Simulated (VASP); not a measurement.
Crystal: SiC (Moissanite).

```
Si C
1.0
     3.07600    0.00000    0.00000
    -1.53800    2.66389    0.00000
     0.00000    0.00000    5.04800
Si C
2 2
Cartesian
  1.5380 0.8880 2.5240
  0.0000 1.7759 0.0000
  1.5380 0.8880 4.4675
  0.0000 1.7759 1.9435
```

```yaml
Program: VASP 6.6.1
Task: relaxation of cell and atoms
Functional: PBEsol
Potentials_or_basis: VASP PAW PBE potentials, release 64 (Si, C)
Cutoff: 600 eV
k_mesh: 10 × 10 × 5
Occupations: fermi-dirac, width 0.05 eV
Spin: no spin polarisation
```

At the start: pressure 0.5 GPa; volume 10.34 Å³/atom.

**Question.** Where does the relaxation end?

**Answer.** Over 7 steps the energy falls by 9.0 meV/atom and the volume is 10.35 Å³/atom (+0.1 %); space group P6_3mc (No. 186, to 0.05 Å).

The path:
| step | energy change (eV) | largest force (eV/Å) | pressure (GPa) | volume (Å³) |
| --- | --- | --- | --- | --- |
| 1 | 0.0000 | 0.7510 | 0.48 | 41.36 |
| 2 | -0.0027 | 0.6811 | -0.53 | 41.55 |
| 3 | -0.0330 | 0.0717 | -0.34 | 41.46 |
| 4 | -0.0360 | 0.0152 | 0.28 | 41.35 |
| 5 | -0.0361 | 0.0041 | 0.19 | 41.37 |
| 6 | -0.0361 | 0.0050 | -0.15 | 41.43 |
| 7 | -0.0361 | 0.0011 | 0.00 | 41.40 |

Final structure:
```
CELL_PARAMETERS angstrom
3.07694 0.00000 0.00000
-1.53847 2.66471 0.00000
0.00000 0.00000 5.04952
ATOMIC_POSITIONS crystal
Si 0.66667 0.33333 0.50459
Si 0.33333 0.66667 0.00459
C 0.66667 0.33333 0.88041
C 0.33333 0.66667 0.38041
```

Caveat: the PAW data sets were made with another functional, which shifts forces and pressure a little.
